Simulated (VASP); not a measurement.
Wanted: the native input for a VASP 6.6.1 run.

```yaml
Task: single point
Functional: PBE
Potentials_or_basis: VASP PAW PBE potentials, release 64 (K_sv, F)
Cutoff: 520 eV
k_mesh: 4 × 4 × 4
Occupations: gaussian, width 0.1 eV
Spin: no spin polarisation
Dipole_correction: no
Further_INCAR_settings: ALGO = Normal; EDIFF = 1e-06; NBANDS = 33
```

The structure of KF lies in POSCAR:

```
KF
1.0
    6.5926143809      0.2123963111     -0.4139716441
    3.0319442664      5.7465188008     -1.2946493326
   -2.0147972320      0.5302428093      3.2088850997
K F
3 3
Direct
    0.6381391771      0.4073973521      0.8859899542
    0.9714537482      0.7408131549      0.8860107765
    0.3048282847      0.0740886787     -0.1139897530
    0.8048108508      0.0741154563      0.3860126241
    0.1381093643      0.4074644495      0.3859807785
    0.4714979312      0.7407270578      0.3859988855
```

The cell was generated, and may not be a known phase.

The input as run:

INCAR

```
SYSTEM = KF
PREC     = Accurate       ! precision mode
ENCUT    = 520            ! plane-wave cutoff, eV
EDIFF    = 1E-6           ! SCF threshold, eV
ISMEAR   = 0              ! smearing method
SIGMA    = 0.1            ! smearing width, eV
LREAL    = .False.        ! projectors in reciprocal space
LASPH    = .True.         ! aspherical terms in the spheres
NELM     = 80             ! most SCF steps
ALGO     = Normal         ! electronic algorithm
ISIF     = 2              ! what is computed and relaxed
LWAVE    = .False.        ! write WAVECAR
LCHARG   = .True.         ! write CHGCAR
GGA      = PE             ! functional
LELF     = .True.         ! ELF
LVHAR    = .True.       
NBANDS   = 33             ! bands
```

KPOINTS

```
Automatic mesh
0
Gamma
  4 4 4
  0 0 0
```

Potentials or basis: VASP PAW PBE potentials, release 64 (K_sv, F).

Command:

```sh
$ cat potpaw_PBE.64/K_sv/POTCAR potpaw_PBE.64/F/POTCAR > POTCAR
$ mpirun -np 1 vasp_std > vasp.out
```

Results of the run:

```json
{"Pressure": "0.1 GPa", "Band gap on the k mesh": "5.96 eV"}
```

Caveat: the k points lie up to 0.43 Å⁻¹ apart.

Wall time 2.6 min on 1 thread of Intel(R) Xeon(R) Platinum 8488C (Sapphire Rapids), with other jobs on the host, peak memory 0.3 GiB.
